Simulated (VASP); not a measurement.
Runs of VASP 6.6.1 on Hf2Pd2Se2Br2O3. The structure is that of space group P6mm (No. 183), or close to it. The cells are those of the table. 

```csv
task,level,cell,k mesh,gap on the mesh (eV),pressure (GPa),largest force (eV/Å)
electric field gradients,PBE,"a = 5.759, b = 5.759, c = 8.525 Å, angles 90.0, 90.0, 120.0°, 11 atoms",6 × 6 × 3,none,-0.5,0.23
single point,r2SCAN,"a = 5.708, b = 5.708, c = 8.247 Å, angles 90.0, 90.0, 120.0°, 11 atoms",4 × 4 × 3,none,-0.5,0.15
single point,r2SCAN+rVV10,"a = 5.652, b = 5.652, c = 8.165 Å, angles 90.0, 90.0, 120.0°, 11 atoms",4 × 4 × 3,none,-0.3,0.15
single point,BLYP,"a = 5.999, b = 5.999, c = 11.564 Å, angles 90.0, 90.0, 120.0°, 11 atoms",4 × 4 × 3,none,-0.1,0.14
single point,PBE+D4,"a = 5.657, b = 5.657, c = 8.268 Å, angles 90.0, 90.0, 120.0°, 11 atoms",4 × 4 × 3,none,(a),(b)
```

Alike in all rows: potentials or basis VASP PAW PBE potentials, release 64 (Hf_pv, Pd, Se, Br, O); no spin polarisation; cutoff (eV) 520; smearing fermi-dirac 0.05 eV.

Q: Estimate the missing entries.

A: (a) -0.4; (b) 0.18.

Caveats: spin-orbit coupling is left out, which moves the levels of the heavy elements; the PAW data sets were made with another functional, which shifts forces and pressure a little (some runs); pairwise dispersion overbinds metals, which lowers pressure and volume (some runs).

A k mesh can miss the band edges, and the runs leave out spin-orbit coupling on Br, Hf, Pd, Se.

A gap of «none» marks levels without a gap at the run's occupations.
